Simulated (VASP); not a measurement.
## MnHg: electric field gradients with PBE

Crystal: MnHg.

```
Mn Hg
1.0
     3.31500    0.00000    0.00000
     0.00000    3.31500    0.00000
     0.00000    0.00000    3.31500
Mn Hg
1 1
Direct
  0.44000 0.44000 0.44000
  0.06000 0.06000 0.06000
```

This cell differs from its parent crystal: shortest bond scaled by 0.76.

```yaml
Program: VASP 6.6.1
Task: electric field gradients
Functional: PBE
Potentials_or_basis: VASP PAW PBE potentials, release 64 (Mn_pv, Hg)
Cutoff: 520 eV
k_mesh: 9 × 9 × 9
Occupations: fermi-dirac, width 0.05 eV
Spin: collinear spin, ferromagnetic start
Starting_moments: "[4.0, 0.0] μB"
Dipole_correction: no
Further_INCAR_settings: ALGO = Normal; EDIFF = 1e-08; NBANDS = 24
```

```yaml
Pressure: 20.9 GPa
Largest_force: 6.631 eV/Å
Net_moment: 3.69 μB per cell
Site_moments: Mn +3.61; Hg -0.01 μB
Largest_electric_field_gradient_by_atom: Mn -20.3; Hg +98.6 V/Å²
Valence_electrons_inside_the_program's_atomic_spheres: Mn 11.61; Hg 10.75
```

Forces in eV/Å, atoms in the order of the input:
```
Mn   3.828  3.828  3.828
Hg  -3.828 -3.828 -3.828
```

Stress tensor (GPa, compression positive):
```
20.92 18.07 18.07
18.07 20.92 18.07
18.07 18.07 20.92
```

Levels at points of the mesh, in eV from the Fermi level:
Spin up:
```
           k point  band 12  band 13  band 14  band 15  band 16  band 17
(0.00, 0.00, 0.00)    -2.03    -2.03    -1.47     5.64     5.99     5.99
```
Spin down:
| k point | band 9 | band 10 | band 11 | band 12 | band 13 | band 14 |
| --- | --- | --- | --- | --- | --- | --- |
| (0.00, 0.00, 0.00) | -7.28 | -0.14 | -0.14 | 1.45 | 1.45 | 1.61 |

Electric field gradients, principal values (V/Å²):
| atom | least | middle | greatest (by size) |
| --- | --- | --- | --- |
| 1 Mn | 10.157 | 10.157 | -20.314 |
| 2 Hg | -49.277 | -49.277 | 98.554 |

Run time: 3 min on 1 thread of Intel Xeon 8259CL, on a shared host, peak memory 0.26 GiB.

Caveat: the cell differs from its parent crystal (shortest bond scaled by 0.76); the cell stands under pressure; without QUAD_EFG the Cq values of the log hold for a quadrupole moment of 1 mb, not for the nuclei; spin-orbit coupling is left out, which moves the levels of the heavy elements; forces of over 1 eV/Å act on the atoms, so gaps and moduli don't describe the material at rest.
